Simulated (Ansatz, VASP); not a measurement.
# CaMg in VASP and in Ansatz

```
CELL_PARAMETERS angstrom
3.78158 0.00000 0.00000
0.00000 3.78158 0.00000
0.00000 0.00000 4.65891
ATOMIC_POSITIONS crystal
Ca 0.00000 0.00000 0.00000
Mg 0.50000 0.50000 0.50000
```

Alike in both runs: task single point; functional LDA; k mesh 14 × 14 × 14; occupations gaussian, width 0.15 eV; no spin polarisation.

```csv
,VASP,Ansatz
version,VASP 6.6.1,Ansatz 0.2.0
potentials or method,"VASP PAW LDA potentials, release 64 (Ca_sv, Mg), cutoff 520 eV","scalar-relativistic, plane waves, PAW"
valence electrons in the cell,12,20
```

Ansatz gave:

```
gap on the k mesh at the Fermi level (eV)                     : none
pressure (GPa)                                                : -3.1
traceless stress, the component that is largest in VASP (GPa) : -0.65
```

Problem. Estimate VASP's values.

Solution. gap on the k mesh at the Fermi level (eV): none; pressure (GPa): -3.3; traceless stress, the component that is largest in VASP (GPa): -0.69.

LDA's correlation is that of Perdew and Zunger in VASP and of Perdew and Wang (1992) in Ansatz. A gap of «none» marks a metal or a gap that the smearing closes. VASP's potentials hold 12 valence electrons a cell and Ansatz's 20, so a difference there can come from the potentials and not from the codes.
